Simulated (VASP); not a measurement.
Runs of VASP 6.6.1 on BaS. The structure is that of space group F-43m (No. 216), or close to it. The cells are those of the table. 

| level | cell | gap on the mesh (eV) | pressure (GPa) |
| --- | --- | --- | --- |
| PBE | a = 4.927 Å, angles 60.0°, 2 atoms | 2.81 | 1.3 |
| PBE | a = 4.876 Å, angles 60.0°, 2 atoms | (a) | 2.4 |
| r2SCAN | a = 5.026 Å, angles 60.0°, 2 atoms | 3.04 | -0.5 |
| PBE | a = 5.075 Å, angles 60.0°, 2 atoms | (b) | -1.1 |
| r2SCAN | a = 4.977 Å, angles 60.0°, 2 atoms | 3.08 | 0.4 |

Alike in all rows: task single point; potentials or basis VASP PAW PBE potentials, release 64 (Ba_sv, S); no spin polarisation; k mesh 6 × 6 × 6; cutoff (eV) 520; smearing gaussian 0.01 eV.

Problem. Fill in the values left out.

Solution. (a) 2.85; (b) 2.67.

Caveats: spin-orbit coupling is left out, which moves the levels of the heavy elements; the PAW data sets were made with another functional, which shifts forces and pressure a little (some runs).

A k mesh can miss the band edges, and the runs leave out spin-orbit coupling on Ba.
